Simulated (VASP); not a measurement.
# C (Fd-3m) in VASP: single point with PBE

Aim: the single point of C with PBE.

Program: VASP 6.6.1. These are calculated values, not measurements. Logs are shortened: lines on timing, memory, paths and dates and some standing lists are left out, and cuts for length are marked.

**1. The cell of the first run**

It takes space group Fd-3m (No. 227, cubic). The conventional cell has a = 3.608 Å, b = 3.608 Å, c = 3.608 Å, α = 90.00°, β = 90.00°, γ = 90.00°. Within 2.1 Å of C (site symmetry -43m) lie 4 C at 1.56 Å.

**2. Single point, PBE (functional pbe, volume scaled by 1.04)**

Contents of INCAR:

```
SYSTEM = C
PREC = Accurate ; ENCUT = 600
EDIFF = 1E-6 ; ISMEAR = -1
SIGMA = 0.03 ; LREAL = .False.
LASPH = .True. ; NELM = 120
ALGO = Normal ; ISIF = 2
LWAVE = .False. ; LCHARG = .True.
GGA = PE ; LELF = .True.
LVHAR = .True. ; NBANDS = 11
GGA_COMPAT = .False.
```

Contents of KPOINTS:

```
regular mesh
0
Gamma
  14 14 14
  0 0 0
```

Contents of POSCAR:

```
C
1.0
    0.0000000000      1.8038011959      1.8038011959
    1.8038011959      0.0000000000      1.8038011959
    1.8038011959      1.8038011959      0.0000000000
C
2
Direct
    0.0000000000      0.0000000000      0.0000000000
    0.2500000000      0.2500000000      0.2500000000
```

Potentials or basis: VASP PAW PBE potentials, release 64 (C).

Command:

```bash
cat potpaw_PBE.64/C/POTCAR > POTCAR
mpirun -np 1 vasp_std > vasp.out
```

OUTCAR:

```text
SYSTEM = C
   PREC = Accurate
   ENCUT = 600
   EDIFF = 1E-6
   ISMEAR = -1
   LREAL = .False.
   LASPH = .True.
   NELM = 120
   ISIF = 2
   GGA = PE

 ion  position               nearest neighbor table
   1  0.000  0.000  0.000-   2 1.56   2 1.56   2 1.56   2 1.56
   2  0.250  0.250  0.250-   1 1.56   1 1.56   1 1.56   1 1.56

  LATTYP: Found a face centered cubic cell.
 ALAT       =     3.6076023918

  Lattice vectors:

 A1 = (   0.0000000000,   1.8038011959,   1.8038011959)
 A2 = (   1.8038011959,   0.0000000000,   1.8038011959)
 A3 = (   1.8038011959,   1.8038011959,   0.0000000000)

Analysis of symmetry for initial positions (statically):
=====================================================================
 Subroutine PRICEL returns:
 Original cell was already a primitive cell.

 Routine SETGRP: Setting up the symmetry group for a
 face centered cubic supercell.

 Subroutine GETGRP returns: Found 48 space group operations
 (whereof 24 operations were pure point group operations)
 out of a pool of 48 trial point group operations.

The static configuration has the point symmetry T_d .
 The point group associated with its full space group is O_h .

Analysis of symmetry for dynamics (positions and initial velocities):
=====================================================================
 Subroutine PRICEL returns:
 Original cell was already a primitive cell.

 Routine SETGRP: Setting up the symmetry group for a
 face centered cubic supercell.

 Subroutine GETGRP returns: Found 48 space group operations
 (whereof 24 operations were pure point group operations)
 out of a pool of 48 trial point group operations.

The dynamic configuration has the point symmetry T_d .
 The point group associated with its full space group is O_h .

 Subroutine INISYM returns: Found 48 space group operations
 (whereof 24 operations are pure point group operations),
 and found     1 'primitive' translations

----------------------------------------------------------------------------------------

                                     Primitive cell

  volume of cell :      11.7381

  direct lattice vectors                    reciprocal lattice vectors
     0.000000000  1.803801196  1.803801196    -0.277192410  0.277192410  0.277192410
     1.803801196  0.000000000  1.803801196     0.277192410 -0.277192410  0.277192410
     1.803801196  1.803801196  0.000000000     0.277192410  0.277192410 -0.277192410

  length of vectors
     2.550960115  2.550960115  2.550960115     0.480111337  0.480111337  0.480111337

  position of ions in fractional coordinates (direct lattice)
     0.000000000  0.000000000  0.000000000
     0.250000000  0.250000000  0.250000000

  ion indices of the primitive-cell ions
   primitive index   ion index
                 1           1
                 2           2

----------------------------------------------------------------------------------------

 KPOINTS: regular mesh

Automatic generation of k-mesh.
 Grid dimensions read from file:
 generate k-points for:   14   14   14

 Generating k-lattice:

  Cartesian coordinates                     Fractional coordinates (reciprocal lattice)
    -0.019799458  0.019799458  0.019799458     0.071428571  0.000000000  0.000000000
     0.019799458 -0.019799458  0.019799458     0.000000000  0.071428571  0.000000000
     0.019799458  0.019799458 -0.019799458     0.000000000  0.000000000  0.071428571

  Length of vectors
     0.034293667  0.034293667  0.034293667

  Shift w.r.t. Gamma in fractional coordinates (k-lattice)
     0.000000000  0.000000000  0.000000000

 Subroutine IBZKPT returns following result:
 ===========================================

 Found    104 irreducible k-points:

 Following reciprocal coordinates:
            Coordinates               Weight
  0.000000  0.000000  0.000000      1.000000
  0.071429  0.000000  0.000000      8.000000
  0.142857  0.000000  0.000000      8.000000
  0.214286  0.000000  0.000000      8.000000
  0.285714  0.000000  0.000000      8.000000
  0.357143  0.000000  0.000000      8.000000
[... 16 lines left out ...]
  0.214286  0.142857  0.000000     24.000000
  0.285714  0.142857  0.000000     24.000000
 [... further k-points ...]
   k-points           NKPTS =    104   k-points in BZ     NKDIM =    104   number of bands    NBANDS=     11
   number of dos      NEDOS =    301   number of ions     NIONS =      2
   total plane-waves  NPLWV =   8000
   dimension x,y,z NGX =    20 NGY =   20 NGZ =   20
   dimension x,y,z NGXF=    40 NGYF=   40 NGZF=   40
   ions per type =               2
   NGX,Y,Z   is equivalent  to a cutoff of  13.03, 13.03, 13.03 a.u.
   NGXF,Y,Z  is equivalent  to a cutoff of  26.07, 26.07, 26.07 a.u.
 SYSTEM =  C
   PREC   = accura    normal or accurate (medium, high low for compatibility)
   ISTART =      0    job   : 0-new  1-cont  2-samecut
   ICHARG =      2    charge: 1-file 2-atom 10-const
   ISPIN  =      1    spin polarized calculation?
   LNONCOLLINEAR =      F non collinear calculations
   LSORBIT =      F    spin-orbit coupling
   LASPH  =      T    aspherical Exc in radial PAW
   ENCUT  =  600.0 eV  44.10 Ry    6.64 a.u.   5.09  5.09  5.09*2*pi/ulx,y,z
   NELM   =    120;   NELMIN=  2; NELMDL= -5     # of ELM steps
   EDIFF  = 0.1E-05   stopping-criterion for ELM
   LREAL  =      F    real-space projection
   EDIFFG = 0.1E-04   stopping-criterion for IOM
   NSW    =      0    number of steps for IOM
   IBRION =     -1    ionic relax: 0-MD 1-quasi-New 2-CG
   NFREE  =      0    steps in history (QN), initial steepest desc. (CG)
   ISIF   =      2    stress and relaxation
   ISYM   =      2    0-nonsym 1-usesym 2-fastsym
   POTIM  = 0.5000    time-step for ionic-motion
   TEBEG  =    0.0;   TEEND  =   0.0 temperature during run
   PSTRESS=    0.0 pullay stress
   NELECT =       8.0000    total number of electrons
   NUPDOWN=      -1.0000    fix difference up-down
   EMIN   =  10.00;   EMAX   =-10.00  energy-range for DOS
   EFERMI =   0.00;   METHOD = LEGACY
   ISMEAR =    -1;   SIGMA  =   0.03  broadening in eV -4-tet -1-fermi 0-gaus
   EFERMI_NEDOS =   21; number of points for ismear=-14 and -15
   IALGO  =     38    algorithm
   IMIX   =      4    mixing-type and parameters
     AMIX     =   0.40;   BMIX     =  1.00
     AMIX_MAG =   1.60;   BMIX_MAG =  1.00
  volume/ion in A,a.u.               =       5.87        39.61
  Fermi-wavevector in a.u.,A,eV,Ry     =   1.440698  2.722524 28.240382  2.075609
  Thomas-Fermi vector in A             =   2.559413
   LORBIT       =      0    0 simple, 1 ext, 2 COOP (PROOUT), +10 PAW based schemes
   GGA     = PE    functional components
   LHFCALC =     F    Hartree Fock is set to
   AEXX    =    0.0000 exact exchange contribution
   IVDW    =     0    specifies the selected vdW correction
   LEPSILON=     F    determine dielectric tensor
   LRPA    =     F    only Hartree local field effects (RPA)
 non-spin polarized calculation
  energy-cutoff  :      600.00
  volume of cell :       11.74
 maximum number of plane-waves:       399
   NGX = 11   NGY = 11   NGZ = 11

 number of electron       8.0000000 magnetization

 Free energy of the ion-electron system (eV)
  ---------------------------------------------------
  ext. energy  EPLUGINS =         0.00000000
  ---------------------------------------------------
  free energy    TOTEN  =       -18.17811746 eV

  energy without entropy =      -18.17811746  energy(sigma->0) =      -18.17811746

 E-fermi :   9.8580     XC(G=0): -13.0798

 val. band max:        9.2401188444   @ k =   0.0000   0.0000   0.0000
 cond. band min:      13.2949334089   @ k =   0.3571   0.3571   0.0000
 fundamental gap:      4.0548145646
 Fermi energy:         9.8580449683

 k-point     1 :       0.0000    0.0000    0.0000
  band No.  band energies     occupation
      1     -11.7825      2.00000
      2       9.2401      2.00000
      3       9.2401      2.00000
      4       9.2401      2.00000
      5      14.7366      0.00000
      6      14.7366      0.00000
      7      14.7366      0.00000
      8      21.7968      0.00000
      9      28.1045      0.00000
     10      35.4049      0.00000
     11      35.4049      0.00000

 k-point     2 :       0.0714    0.0000    0.0000
  band No.  band energies     occupation
      1     -11.6444      2.00000
      2       8.3321      2.00000
      3       9.0063      2.00000
      4       9.0063      2.00000
      5      15.0426      0.00000
      6      15.0426      0.00000
      7      15.2621      0.00000
      8      21.9361      0.00000
      9      28.3418      0.00000
     10      33.6418      0.00000
     11      33.6418      0.00000

 k-point     3 :       0.1429    0.0000    0.0000
  band No.  band energies     occupation
      1     -11.2316      2.00000
      2       6.3385      2.00000
      3       8.4603      2.00000
      4       8.4603      2.00000
      5      15.7627      0.00000
      6      15.7627      0.00000
      7      16.1548      0.00000
      8      22.3474      0.00000
      9      28.8964      0.00000
     10      32.1228      0.00000
     11      32.1228      0.00000

 k-point     4 :       0.2143    0.0000    0.0000
  band No.  band energies     occupation
      1     -10.5487      2.00000
      2       4.0026      2.00000
      3       7.8417      2.00000
      4       7.8417      2.00000
      5      16.5435      0.00000
      6      16.5435      0.00000
      7      16.8334      0.00000
      8      22.9703      0.00000
      9      29.3785      0.00000
     10      31.3931      0.00000
     11      31.3931      0.00000

 k-point     5 :       0.2857    0.0000    0.0000
  band No.  band energies     occupation
      1      -9.6054      2.00000
      2       1.6267      2.00000
      3       7.2910      2.00000
      4       7.2910      2.00000
      5      17.1262      0.00000
      6      17.1262      0.00000
      7      17.2453      0.00000
      8      23.6555      0.00000
      9      29.5911      0.00000
     10      31.5606      0.00000
     11      31.5606      0.00000
[... 211 lines left out ...]
 k-point    21 :      -0.0714    0.0714    0.0000
  band No.  band energies     occupation
      1     -11.4148      2.00000
      2       7.5147      2.00000
      3       7.9428      2.00000
      4       9.0095      2.00000
      5      15.1066      0.00000
      6      15.7104      0.00000
      7      16.0243      0.00000
      8      22.1164      0.00000
      9      28.6959      0.00000
     10      31.7117      0.00000
     11      33.0663      0.00000

 k-point    22 :       0.1429    0.1429    0.0000
  band No.  band energies     occupation
      1     -11.0482      2.00000
      2       7.2278      2.00000
      3       7.2278      2.00000
      4       7.5470      2.00000
      5      14.2249      0.00000
      6      17.3622      0.00000
      7      17.3622      0.00000
      8      21.7693      0.00000
      9      29.1308      0.00000
     10      29.2868      0.00000
     11      36.3381      0.00000

 k-point    23 :       0.2143    0.1429    0.0000
  band No.  band energies     occupation
      1     -10.5471      2.00000
      2       5.5208      2.00000
      3       6.5635      2.00000
      4       7.2428      2.00000
      5      14.3838      0.00000
      6      18.2763      0.00000
      7      18.3287      0.00000
      8      21.4173      0.00000
      9      28.7055      0.00000
     10      29.8425      0.00000
     11      35.6288      0.00000

 k-point    24 :       0.2857    0.1429    0.0000
  band No.  band energies     occupation
      1      -9.7802      2.00000
      2       3.3607      2.00000
      3       6.0369      2.00000
      4       6.6975      2.00000
      5      15.0367      0.00000
      6      18.8957      0.00000
      7      19.0654      0.00000
      8      21.2822      0.00000
      9      29.1135      0.00000
     10      30.2190      0.00000
     11      35.1371      0.00000

 [... further k-points ...]

------------------------ aborting loop because EDIFF is reached ----------------------------------------

  FORCE on cell =-STRESS in cart. coord.  units (eV):
  Direction    XX          YY          ZZ          XY          YZ          ZX
  --------------------------------------------------------------------------------------
  -------------------------------------------------------------------------------------
  Total       -0.9081587     -0.9081587     -0.9081587     -0.0000000      0.0000000     -0.0000000
  in kB     -123.9585087   -123.9585087   -123.9585087     -0.0000000      0.0000000     -0.0000000
  external PRESSURE =    -123.9585087 kB  Pullay stress =       0.0000000 kB

 VOLUME and BASIS-vectors are now :
 -----------------------------------------------------------------------------
  energy-cutoff  :      600.00
  volume of cell :       11.74
      direct lattice vectors                 reciprocal lattice vectors
     0.000000000  1.803801196  1.803801196    -0.277192410  0.277192410  0.277192410
     1.803801196  0.000000000  1.803801196     0.277192410 -0.277192410  0.277192410
     1.803801196  1.803801196  0.000000000     0.277192410  0.277192410 -0.277192410

 POSITION                                       TOTAL-FORCE (eV/Angst)
 -----------------------------------------------------------------------------------
      0.00000      0.00000      0.00000         0.000000      0.000000      0.000000
      0.90190      0.90190      0.90190        -0.000000     -0.000000     -0.000000
 -----------------------------------------------------------------------------------
    total drift:                                0.000000      0.000000      0.000000

  FREE ENERGIE OF THE ION-ELECTRON SYSTEM (eV)
  ---------------------------------------------------
  free  energy   TOTEN  =       -18.1781174595 eV

  energy  without entropy=      -18.1781174595  energy(sigma->0) =      -18.17811746
```

It took 8.5 s on 1 thread of Intel Xeon Platinum 8375C at 2.90GHz (Ice Lake), shared host; peak memory 0.13 GiB.

What came out:

| Quantity | Value |
| --- | --- |
| Free energy | -18.1781 eV |
| Pressure | -12.4 GPa |
| Band gap on the k mesh | 4.05 eV, indirect (least direct gap 5.50 eV) |

 A k mesh can miss the band edges.
